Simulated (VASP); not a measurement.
Set up this calculation in VASP 6.6.1, as the native input.

- Task: relaxation of cell and atoms
- Functional: PBE
- Potentials or basis: VASP PAW PBE potentials, release 64 (Ta_pv)
- Cutoff: 600 eV
- k mesh: 9 × 9 × 5
- Occupations: gaussian, width 0.05 eV
- Spin: no spin polarisation
- Target pressure: 5 GPa
- Dipole correction: no
- Further INCAR settings: ALGO = Normal; EDIFF = 1e-07; IBRION = 2; EDIFFG = -0.03; NSW = 60; ISIF = 3

The structure of Ta lies in POSCAR:

```
Ta
1.0
    2.9400000000      0.0000000000      0.0000000000
   -1.4700000000      2.5461146871      0.0000000000
    0.0000000000      0.0000000000      4.8010200000
Ta
2
Direct
    0.3333333333      0.6666666667      0.2500000000
    0.6666666667      0.3333333333      0.7500000000
```

One way to write it, as run:

INCAR

```
SYSTEM = Ta
PREC = Accurate
ENCUT = 600
EDIFF = 1E-7
ISMEAR = 0
SIGMA = 0.05
LREAL = .False.
LASPH = .True.
NELM = 60
ALGO = Normal
ISIF = 3
LWAVE = .False.
LCHARG = .False.
GGA = PE
IBRION = 2
NSW = 60
EDIFFG = -0.03
PSTRESS = 50.0
```

KPOINTS

```
Automatic mesh
0
Gamma
  9 9 5
  0 0 0
```

Potentials or basis: VASP PAW PBE potentials, release 64 (Ta_pv).

The run is started by

```console
$ cat potpaw_PBE.64/Ta_pv/POTCAR > POTCAR
$ mpirun -np 1 vasp_std > vasp.out
```

It gave:

```json
{
  "Relaxed volume": "18.30 Å³/atom",
  "Relaxed cell": "a = 2.863 Å, b = 2.863 Å, c = 5.156 Å, α = 90.00°, β = 90.00°, γ = 120.00°",
  "Space group after relaxing (to 0.05 Å)": "P6_3/mmc (No. 194)",
  "Energy change on relaxing (the enthalpy is what falls)": "-59.6 meV/atom",
  "Ionic steps": "11",
  "Pressure after relaxing": "5.0 GPa",
  "Band gap on the k mesh": "zero (band 11 reaches 6.76 eV, above the bottom of band 12 at 5.19 eV)"
}
```

Caveat: the cell is relaxed towards a set pressure, so the enthalpy falls and the energy may rise; spin-orbit coupling is left out, which moves the levels of the heavy elements.

Run time: 4.4 min on 1 thread of Intel Xeon 8259CL, with other jobs on the host, peak memory 0.18 GiB.
